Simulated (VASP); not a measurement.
Wanted: the native input for a VASP 6.6.1 run.

```yaml
Task: single point
Functional: PBE
Dispersion: D3(BJ)
Potentials_or_basis: VASP PAW PBE potentials, release 64 (Sn_d, O_h)
Cutoff: 910 eV
k_mesh: 7 × 7 × 1
Occupations: gaussian, width 0.05 eV
Spin: no spin polarisation
Dipole_correction: yes
Further_INCAR_settings: ALGO = Normal; EDIFF = 1e-06; NBANDS = 50; NELMDL = -8
```

The structure of SnO lies in POSCAR:

```
SnO
1.0
    3.8201528543      0.0002954551      0.0000000000
   -0.0003145191      3.8201528528      0.0000000000
    0.0000000000      0.0000000000     22.2260743460
Sn O
4 4
Direct
    0.9999452911      0.9999452911      0.2024649036
    0.4999452911      0.4999452911      0.3087831466
    0.4999452911      0.4999452911      0.4797535096
   -0.0000547089     -0.0000547089      0.5860717526
    0.9999461074      0.4999461074      0.2556240251
    0.4999461074      0.9999461074      0.2556240251
    0.4999461074     -0.0000538926      0.5329126311
   -0.0000538926      0.4999461074      0.5329126311
```

The input as run:

INCAR

```
SYSTEM = SnO
ALGO     = Normal         ! electronic algorithm
DIPOL    = 0.5 0.5 0.394
EDIFF    = 1E-6           ! SCF threshold, eV
ENCUT    = 910            ! plane-wave cutoff, eV
GGA      = PE             ! functional
GGA_COMPAT= .FALSE.      
IDIPOL   = 3            
ISIF     = 2              ! what is computed and relaxed
ISMEAR   = 0              ! smearing method
IVDW     = 12             ! dispersion correction
LASPH    = .TRUE.         ! aspherical terms in the spheres
LCHARG   = .FALSE.        ! write CHGCAR
LDIPOL   = .TRUE.       
LREAL    = .FALSE.        ! projectors in reciprocal space
LWAVE    = .FALSE.        ! write WAVECAR
NBANDS   = 50             ! bands
NELM     = 120            ! most SCF steps
NELMDL   = -8           
PREC     = Accurate       ! precision mode
SIGMA    = 0.05           ! smearing width, eV
```

KPOINTS

```
k-points
0
G
  7 7 1
  0 0 0
```

Potentials or basis: VASP PAW PBE potentials, release 64 (Sn_d, O_h).

Command:

```bash
$ cat potpaw_PBE.64/Sn_d/POTCAR potpaw_PBE.64/O_h/POTCAR > POTCAR
$ mpirun -np 1 vasp_std > vasp.out
```

Results of the run:

- Largest force: 0.255 eV/Å
- Band gap on the k mesh: 2.00 eV (least direct gap 2.21 eV)
- Dispersion energy per atom: -0.159 eV

Caveat: spin-orbit coupling is left out, which moves the levels of the heavy elements.

It took 7.6 min on 1 thread of Intel(R) Xeon(R) 6975P-C (Granite Rapids) (shared host), peak memory 0.82 GiB.
